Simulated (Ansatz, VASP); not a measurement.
## One calculation of CdSe, two programs

```
CELL_PARAMETERS angstrom
4.39777 0.00000 0.00000
-2.19889 3.80858 0.00000
0.00000 0.00000 7.17009
ATOMIC_POSITIONS crystal
Cd 0.33333 0.66667 0.00453
Cd 0.66667 0.33333 0.50453
Se 0.33333 0.66667 0.38047
Se 0.66667 0.33333 0.88047
```

Alike in both runs: functional r2SCAN; k mesh 6 × 6 × 4; occupations fermi-dirac, width 0.02 eV; no spin polarisation.

Ansatz relaxed the structure, and its values are those at the end. VASP's run is a single point on that final structure, the one shown.

|  | VASP | Ansatz |
| --- | --- | --- |
| version | VASP 6.6.1 | Ansatz 0.2.0 |
| potentials or method | VASP PAW PBE potentials, release 64 (Cd, Se), cutoff 520 eV | PAW plane waves |
| valence electrons in the cell | 36 | 72 |

|  | VASP | Ansatz | Ansatz less VASP |
| --- | --- | --- | --- |
| gap on the k mesh at the Fermi level (eV) | 1.00 | 1.00 | +0.006 |
| pressure (GPa) | -1.6 | -1.8 | -0.20 |

VASP's potentials were made for PBE, not for r2SCAN. VASP's potentials hold 36 valence electrons a cell and Ansatz's 72, so a difference there can come from the potentials and not from the codes. Ansatz's warnings: stress scf threshold loose.
